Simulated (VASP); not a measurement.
# FeO (R-3m) in VASP: a series of runs

Aim: see how the results for FeO move with the level of theory and the settings. Levels: LDA, LDA+U. Tasks: density of states.

Everything below comes from runs of VASP 6.6.1. Logs are shortened: lines on timing, memory, paths and dates and some standing lists are left out, and cuts for length are marked.

### Step 1. The cell of the first run

Symmetry: R-3m, No. 166, trigonal system. The conventional cell has a = 3.035 Å, b = 3.035 Å, c = 7.547 Å, α = 90.00°, β = 90.00°, γ = 120.00°. Fe (site symmetry -3m) has 6 O at 2.16 Å within 2.9 Å. O (site symmetry -3m) has 6 Fe at 2.16 Å within 2.9 Å.

### Step 2. Density of states, LDA, collinear spin, ferromagnetic start

POSCAR

```
FeO
1.0
    1.5176821100      0.8762341800      2.5157945800
   -1.5176821100      0.8762341800      2.5157945800
    0.0000000000     -1.7524683500      2.5157945800
Fe O
1 1
Direct
    0.0000000000      0.0000000000      0.0000000000
    0.5000000000      0.5000000000      0.5000000000
```

INCAR.step1

```
ALGO = Normal ; EDIFF = 1E-6
ENCUT = 520 ; GGA = CA
ISIF = 2 ; ISMEAR = -1
ISPIN = 2 ; LASPH = T
LCHARG = T ; LMAXMIX = 4
LREAL = F ; LWAVE = F
MAGMOM = 3 0 ; NBANDS = 18
NELM = 150 ; PREC = Accurate
SIGMA = 0.05
```

KPOINTS.step1

```
k-points
0
Gamma
  11 11 11
```

INCAR.step2

```
ALGO = Normal ; EDIFF = 1E-6
ENCUT = 520 ; GGA = CA
ICHARG = 11 ; ISIF = 2
ISMEAR = -5 ; ISPIN = 2
LASPH = T ; LCHARG = F
LMAXMIX = 4 ; LORBIT = 11
LREAL = F ; LWAVE = F
MAGMOM = 3 0 ; NBANDS = 18
NEDOS = 2001 ; NELM = 150
PREC = Accurate ; SIGMA = 0.05
```

KPOINTS.step2

```
k-points
0
Gamma
  17 17 17
```

Potentials or basis: VASP PAW LDA potentials, release 64 (Fe, O).

Run with:

```sh
> cat potpaw_LDA.64/Fe/POTCAR potpaw_LDA.64/O/POTCAR > POTCAR
> cp INCAR.step1 INCAR
> cp KPOINTS.step1 KPOINTS
> mpirun -np 1 vasp_std > vasp.out
> cp INCAR.step2 INCAR
> cp KPOINTS.step2 KPOINTS
> mpirun -np 1 vasp_std > vasp.out
```

OUTCAR:

```text
EDIFF = 1E-6
   ENCUT = 520
   GGA = CA
   ICHARG = 11
   ISIF = 2
   ISMEAR = -5
   ISPIN = 2
   LASPH = T
   LORBIT = 11
   LREAL = F
   NELM = 150
   PREC = Accurate

 ion  position               nearest neighbor table
   1  0.000  0.000  0.000-   2 2.16   2 2.16   2 2.16   2 2.16   2 2.16   2 2.16
   2  0.500  0.500  0.500-   1 2.16   1 2.16   1 2.16   1 2.16   1 2.16   1 2.16

  LATTYP: Found a trigonal (rhomboedric) cell.
 ALAT       =     3.0660019070
 COS(alpha) =     0.5099427872

  Lattice vectors:

 A1 = (   1.5176821100,   0.8762341800,   2.5157945800)
 A2 = (  -1.5176821100,   0.8762341800,   2.5157945800)
 A3 = (   0.0000000000,  -1.7524683500,   2.5157945800)

Analysis of symmetry for initial positions (statically):
=====================================================================
 Subroutine PRICEL returns:
 Original cell was already a primitive cell.

 Routine SETGRP: Setting up the symmetry group for a
 trigonal (rhombohedral) supercell.

 Subroutine GETGRP returns: Found 12 space group operations
 (whereof 12 operations were pure point group operations)
 out of a pool of 12 trial point group operations.

The static configuration has the point symmetry D_3d.
[... 5 lines left out ...]

 Routine SETGRP: Setting up the symmetry group for a
 trigonal (rhombohedral) supercell.

 Subroutine GETGRP returns: Found 12 space group operations
 (whereof 12 operations were pure point group operations)
 out of a pool of 12 trial point group operations.

The dynamic configuration has the point symmetry D_3d.

Analysis of structural, dynamic, and magnetic symmetry:
=====================================================================
 Subroutine PRICEL returns:
 Original cell was already a primitive cell.

 Routine SETGRP: Setting up the symmetry group for a
 trigonal (rhombohedral) supercell.

 Subroutine GETGRP returns: Found 12 space group operations
 (whereof 12 operations were pure point group operations)
 out of a pool of 12 trial point group operations.

The overall configuration has the point symmetry D_3d.

 Subroutine INISYM returns: Found 12 space group operations
[... 5 lines left out ...]
                                     Primitive cell

  volume of cell :      20.0737

  direct lattice vectors                    reciprocal lattice vectors
     1.517682110  0.876234180  2.515794580     0.329449755  0.190207905  0.132496244
    -1.517682110  0.876234180  2.515794580    -0.329449755  0.190207905  0.132496244
     0.000000000 -1.752468350  2.515794580     0.000000000 -0.380415809  0.132496245

  length of vectors
     3.066001907  3.066001907  3.066001906     0.402829298  0.402829298  0.402829297

  position of ions in fractional coordinates (direct lattice)
     0.000000000  0.000000000  0.000000000
     0.500000000  0.500000000  0.500000000

  ion indices of the primitive-cell ions
   primitive index   ion index
                 1           1
                 2           2

----------------------------------------------------------------------------------------

 KPOINTS: k-points

Automatic generation of k-mesh.
 Grid dimensions read from file:
 generate k-points for:   17   17   17

 Generating k-lattice:

  Cartesian coordinates                     Fractional coordinates (reciprocal lattice)
     0.019379397  0.011188700  0.007793897     0.058823529 -0.000000000  0.000000000
    -0.019379397  0.011188700  0.007793897    -0.000000000  0.058823529  0.000000000
     0.000000000 -0.022377401  0.007793897     0.000000000  0.000000000  0.058823529

  Length of vectors
     0.023695841  0.023695841  0.023695841

  Shift w.r.t. Gamma in fractional coordinates (k-lattice)
     0.000000000  0.000000000  0.000000000

 TETIRR: Found   2465 inequivalent tetrahedra from    29478

 Subroutine IBZKPT returns following result:
 ===========================================

 Found    489 irreducible k-points:

 Following reciprocal coordinates:
            Coordinates               Weight
  0.000000  0.000000  0.000000      1.000000
  0.058824  0.000000 -0.000000      6.000000
  0.117647 -0.000000  0.000000      6.000000
  0.176471 -0.000000  0.000000      6.000000
  0.235294 -0.000000  0.000000      6.000000
  0.294118  0.000000  0.000000      6.000000
[... 16 lines left out ...]
 -0.176471  0.058824  0.000000     12.000000
 -0.117647  0.058824 -0.000000     12.000000
 [... further k-points ...]
   k-points           NKPTS =    489   k-points in BZ     NKDIM =    489   number of bands    NBANDS=     18
   number of dos      NEDOS =   2001   number of ions     NIONS =      2
   total plane-waves  NPLWV =  13824
   dimension x,y,z NGX =    24 NGY =   24 NGZ =   24
   dimension x,y,z NGXF=    48 NGYF=   48 NGZF=   48
   ions per type =               1   1
   NGX,Y,Z   is equivalent  to a cutoff of  13.01, 13.01, 13.01 a.u.
   NGXF,Y,Z  is equivalent  to a cutoff of  26.03, 26.03, 26.03 a.u.
 SYSTEM =  unknown system
   PREC   = accura    normal or accurate (medium, high low for compatibility)
   ISTART =      0    job   : 0-new  1-cont  2-samecut
   ICHARG =     11    charge: 1-file 2-atom 10-const
   ISPIN  =      2    spin polarized calculation?
   LNONCOLLINEAR =      F non collinear calculations
   LSORBIT =      F    spin-orbit coupling
   LASPH  =      T    aspherical Exc in radial PAW
   ENCUT  =  520.0 eV  38.22 Ry    6.18 a.u.   5.70  5.70  5.70*2*pi/ulx,y,z
   NELM   =    150;   NELMIN=  2; NELMDL=  0     # of ELM steps
   EDIFF  = 0.1E-05   stopping-criterion for ELM
   LREAL  =      F    real-space projection
   EDIFFG = 0.1E-04   stopping-criterion for IOM
   NSW    =      0    number of steps for IOM
   IBRION =     -1    ionic relax: 0-MD 1-quasi-New 2-CG
   NFREE  =      0    steps in history (QN), initial steepest desc. (CG)
   ISIF   =      2    stress and relaxation
   ISYM   =      2    0-nonsym 1-usesym 2-fastsym
   POTIM  = 0.5000    time-step for ionic-motion
   TEBEG  =    0.0;   TEEND  =   0.0 temperature during run
   PSTRESS=    0.0 pullay stress
   NELECT =      14.0000    total number of electrons
   NUPDOWN=      -1.0000    fix difference up-down
   EMIN   =  10.00;   EMAX   =-10.00  energy-range for DOS
   EFERMI =   0.00;   METHOD = LEGACY
   ISMEAR =    -5;   SIGMA  =   0.05  broadening in eV -4-tet -1-fermi 0-gaus
   EFERMI_NEDOS =   21; number of points for ismear=-14 and -15
   IALGO  =     38    algorithm
   IMIX   =      4    mixing-type and parameters
     AMIX     =   0.40;   BMIX     =  1.00
     AMIX_MAG =   1.60;   BMIX_MAG =  1.00
  volume/ion in A,a.u.               =      10.04        67.73
  Fermi-wavevector in a.u.,A,eV,Ry     =   1.451805  2.743514 28.677524  2.107739
  Thomas-Fermi vector in A             =   2.569260
   LORBIT       =     11    0 simple, 1 ext, 2 COOP (PROOUT), +10 PAW based schemes
   GGA     = CA    functional components
   LHFCALC =     F    Hartree Fock is set to
   AEXX    =    0.0000 exact exchange contribution
   IVDW    =     0    specifies the selected vdW correction
   LEPSILON=     F    determine dielectric tensor
   LRPA    =     F    only Hartree local field effects (RPA)
 spin polarized calculation
 Fermi weights with tetrahedron method with Bloechl corrections
  energy-cutoff  :      520.00
  volume of cell :       20.07
 maximum number of plane-waves:       556

 number of electron      13.9999999 magnetization       3.9924709

 Free energy of the ion-electron system (eV)
  ---------------------------------------------------
  ext. energy  EPLUGINS =         0.00000000
  ---------------------------------------------------
  free energy    TOTEN  =       -16.39745212 eV

  energy without entropy =      -16.39745212  energy(sigma->0) =      -16.39745212

 E-fermi :   5.7825     XC(G=0): -12.6100

 val. band max:        5.8198246037   @ k =  -0.2941   0.1765  -0.0000
 cond. band min:       5.7472644550   @ k =   0.3529   0.2941   0.2941
 fundamental gap:     -0.0725601487
 Fermi energy:         5.7824751059

 spin component 1

 k-point     1 :       0.0000    0.0000    0.0000
  band No.  band energies     occupation
      1     -14.5560      1.00000
      2       2.0019      1.00000
      3       2.0992      1.00000
      4       2.0992      1.00000
      5       2.1380      1.00000
      6       2.1997      1.00000
[... 10 lines left out ...]
     17      26.4338      0.00000
     18      29.4660      0.00000

 k-point     2 :       0.0588    0.0000   -0.0000
  band No.  band energies     occupation
      1     -14.5199      1.00000
      2       1.5864      1.00000
      3       1.6245      1.00000
      4       1.6754      1.00000
      5       2.2018      1.00000
      6       2.2437      1.00000
[... 10 lines left out ...]
     17      26.8549      0.00000
     18      30.0775      0.00000
[... 442 lines left out ...]
 k-point    24 :      -0.1176    0.0588   -0.0000
  band No.  band energies     occupation
      1     -14.3366      1.00000
      2       0.3940      1.00000
      3       0.7375      1.00000
      4       1.1461      1.00000
      5       2.2737      1.00000
      6       2.4486      1.00000
[... 10 lines left out ...]
     17      29.0827      0.00000
     18      31.3038      0.00000

 [... further k-points ...]

 spin component 2

 k-point     1 :       0.0000    0.0000    0.0000
  band No.  band energies     occupation
      1     -13.9829      1.00000
      2       2.6108      1.00000
      3       2.7100      1.00000
      4       2.7100      1.00000
      5       4.9953      1.00000
      6       5.0775      1.00000
[... 10 lines left out ...]
     17      27.7203      0.00000
     18      30.6074      0.00000

 k-point     2 :       0.0588    0.0000   -0.0000
  band No.  band energies     occupation
      1     -13.9465      1.00000
      2       2.3950      1.00000
      3       2.5104      1.00000
      4       2.5919      1.00000
      5       5.0436      1.00000
      6       5.1220      1.00000
[... 10 lines left out ...]
     17      28.1042      0.00000
     18      31.2425      0.00000
[... 442 lines left out ...]
 k-point    24 :      -0.1176    0.0588   -0.0000
  band No.  band energies     occupation
      1     -13.7614      1.00000
      2       1.2803      1.00000
      3       1.9820      1.00000
      4       2.2091      1.00000
      5       5.1724      1.00000
      6       5.2842      1.00000
[... 10 lines left out ...]
     17      30.1804      0.00000
     18      32.4751      0.00000

 [... further k-points ...]

------------------------ aborting loop because EDIFF is reached ----------------------------------------

  FORCE on cell =-STRESS in cart. coord.  units (eV):
  Direction    XX          YY          ZZ          XY          YZ          ZX
  --------------------------------------------------------------------------------------
  -------------------------------------------------------------------------------------
  Total       -1.9600192     -1.9600192     -2.1046611      0.0000000     -0.0000000      0.0000000
  in kB     -156.4384380   -156.4384386   -167.9829976      0.0000000     -0.0000002      0.0000000
  external PRESSURE =    -160.2866247 kB  Pullay stress =       0.0000000 kB

 VOLUME and BASIS-vectors are now :
 -----------------------------------------------------------------------------
  energy-cutoff  :      520.00
  volume of cell :       20.07
      direct lattice vectors                 reciprocal lattice vectors
     1.517682110  0.876234180  2.515794580     0.329449755  0.190207905  0.132496244
    -1.517682110  0.876234180  2.515794580    -0.329449755  0.190207905  0.132496244
     0.000000000 -1.752468350  2.515794580     0.000000000 -0.380415809  0.132496245

 POSITION                                       TOTAL-FORCE (eV/Angst)
 -----------------------------------------------------------------------------------
      0.00000      0.00000      0.00000         0.000000     -0.000000     -0.000000
      0.00000      0.00000      3.77369        -0.000000      0.000000      0.000000
 -----------------------------------------------------------------------------------
    total drift:                               -0.000000      0.000000     -0.000000

  FREE ENERGIE OF THE ION-ELECTRON SYSTEM (eV)
  ---------------------------------------------------
  free  energy   TOTEN  =       -16.3974521207 eV

  energy  without entropy=      -16.3974521207  energy(sigma->0) =      -16.39745212

 total charge

# of ion       s       p       d       tot
------------------------------------------
    1        0.293   0.362   6.104   6.759
    2        1.544   3.409   0.000   4.953
--------------------------------------------------
tot          1.837   3.771   6.104  11.712

 magnetization (x)

# of ion       s       p       d       tot
------------------------------------------
    1        0.024   0.021   3.531   3.576
    2        0.030   0.287   0.000   0.317
--------------------------------------------------
tot          0.054   0.308   3.531   3.894
```

Wall time 89 s (1 thread of Intel Xeon 6975P-C (Granite Rapids), shared host); peak memory 0.35 GiB.

What came out:

* Net moment: 3.99 μB per cell
* Site moments: Fe +3.58; O +0.32 μB
* Valence electrons inside the program's atomic spheres: Fe 6.76; O 4.95

Caveat: a cell with one magnetic atom can't hold antiferromagnetic order, which such compounds often take; semilocal functionals often make such compounds metallic where correlation or magnetic order opens a gap, which also shifts bond lengths; tetrahedron occupations give inexact forces and stress in metals.

### Step 3. Density of states, LDA+U, collinear spin, ferromagnetic start

POSCAR is that of step 2.

INCAR.step1

```
SYSTEM = FeO
ALGO     = Normal         ! electronic algorithm
EDIFF    = 1E-6           ! SCF threshold, eV
ENCUT    = 520            ! plane-wave cutoff, eV
ISIF     = 2              ! what is computed and relaxed
ISMEAR   = -1             ! smearing method
ISPIN    = 2              ! spin polarisation
LASPH    = .True.         ! aspherical terms in the spheres
LCHARG   = .True.         ! write CHGCAR
LDAU     = .True.         ! DFT+U
LDAUJ    = 0 0          
LDAUL    = 2 -1           ! shell
LDAUPRINT= 1            
LDAUTYPE = 2            
LDAUU    = 2 0            ! U, eV
LMAXMIX  = 4              ! l up to which the mixer works
LREAL    = .False.        ! projectors in reciprocal space
LWAVE    = .False.        ! write WAVECAR
MAGMOM   = 3 0            ! initial moments
NBANDS   = 18             ! bands
NELM     = 150            ! most SCF steps
PREC     = Accurate       ! precision mode
SIGMA    = 0.05           ! smearing width, eV
```

KPOINTS.step1

```
k-points
0
Gamma
  11 11 11
  0 0 0
```

INCAR.step2

```
SYSTEM = FeO
ALGO     = Normal         ! electronic algorithm
EDIFF    = 1E-6           ! SCF threshold, eV
ENCUT    = 520            ! plane-wave cutoff, eV
ICHARG   = 11             ! starting density
ISIF     = 2              ! what is computed and relaxed
ISMEAR   = -5             ! smearing method
ISPIN    = 2              ! spin polarisation
LASPH    = .True.         ! aspherical terms in the spheres
LCHARG   = .False.        ! write CHGCAR
LDAU     = .True.         ! DFT+U
LDAUJ    = 0 0          
LDAUL    = 2 -1           ! shell
LDAUPRINT= 1            
LDAUTYPE = 2            
LDAUU    = 2 0            ! U, eV
LMAXMIX  = 4              ! l up to which the mixer works
LORBIT   = 11             ! projections on sites
LREAL    = .False.        ! projectors in reciprocal space
LWAVE    = .False.        ! write WAVECAR
MAGMOM   = 3 0            ! initial moments
NEDOS    = 1001           ! points of the DOS
NELM     = 150            ! most SCF steps
PREC     = Accurate       ! precision mode
SIGMA    = 0.05           ! smearing width, eV
```

KPOINTS.step2

```
k-points
0
Gamma
  17 17 17
  0 0 0
```

Potentials or basis: VASP PAW LDA potentials, release 64 (Fe, O).

Run with:

```sh
> cat potpaw_LDA.64/Fe/POTCAR potpaw_LDA.64/O/POTCAR > POTCAR
> cp INCAR.step1 INCAR
> cp KPOINTS.step1 KPOINTS
> mpirun -np 1 vasp_std > vasp.out
> cp INCAR.step2 INCAR
> cp KPOINTS.step2 KPOINTS
> mpirun -np 1 vasp_std > vasp.out
```

Run time: 84 s. Hardware: 1 thread of Intel Xeon 6975P-C (Granite Rapids), shared host; peak memory 0.3 GiB.

The run converged. Its results:

```
Net moment                                            : 4.00 μB per cell
Site moments                                          : Fe +3.68; O +0.27 μB
Valence electrons inside the program's atomic spheres : Fe 6.76; O 4.96
```

Levels at points of the mesh, in eV from the Fermi level:
Spin up:
| k point | band 5 | band 6 | band 7 | band 8 | band 9 | band 10 | band 11 | band 12 | band 13 |
| --- | --- | --- | --- | --- | --- | --- | --- | --- | --- |
| (0.00, 0.00, 0.00) | -4.71 | -4.71 | -3.91 | -3.81 | -3.81 | 0.01 | 15.16 | 15.85 | 16.25 |
Spin down:
| k point | band 3 | band 4 | band 5 | band 6 | band 7 | band 8 |
| --- | --- | --- | --- | --- | --- | --- |
| (0.00, 0.00, 0.00) | -3.28 | -3.28 | -0.75 | -0.73 | -0.73 | 0.35 |

Eigenvalues of the final occupation matrices:
| site | spin | trace | eigenvalues |
| --- | --- | --- | --- |
| site 1 d | 1 | 4.88 | 0.96 0.96 0.96 1.00 1.00 |
| site 1 d | 2 | 1.24 | 0.14 0.14 0.30 0.33 0.33 |

Caveat: a cell with one magnetic atom can't hold antiferromagnetic order, which such compounds often take; tetrahedron occupations give inexact forces and stress in metals. The state reached can hang on the start; a lower one may exist.

(Part 1 of 2 ends here.)
